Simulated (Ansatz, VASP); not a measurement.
**LiCl: VASP beside Ansatz**

```
CELL_PARAMETERS angstrom
8.37093 0.00000 0.00000
0.00000 6.93430 0.00000
0.00000 0.00000 3.91776
ATOMIC_POSITIONS crystal
Li 0.25050 0.07651 0.24998
Li 0.24950 0.57651 0.74998
Li 0.74950 0.92349 0.24998
Li 0.75050 0.42349 0.74998
Cl 0.74983 0.59392 0.25002
Cl 0.25017 0.40608 0.25002
Cl 0.24983 0.90608 0.75002
Cl 0.75017 0.09392 0.75002
```

Alike in both runs: functional PBE; k mesh 4 × 4 × 6; occupations gaussian, width 0.1 eV; no spin polarisation.

Ansatz relaxed the structure, and its values are those at the end. VASP's run is a single point on that final structure, the one shown.

|  | VASP | Ansatz |
| --- | --- | --- |
| version | VASP 6.6.1 | Ansatz 0.2.0 |
| potentials or method | VASP PAW PBE potentials, release 64 (Li_sv, Cl), cutoff 520 eV | scalar-relativistic, plane waves, PAW |
| valence electrons in the cell | 40 | 40 |

VASP gave:

- gap on the k mesh at the Fermi level (eV): 5.34
- least direct gap on the mesh (eV): 5.43

Q: Estimate Ansatz's values.

A: gap on the k mesh at the Fermi level (eV): 5.33; least direct gap on the mesh (eV): 5.42.

The functional is the same, so the differences come from potentials, cutoffs and numerics.

Noted on VASP's run: the cutoff is under 1.25 times that of the potentials, so the pressure is a little rough.
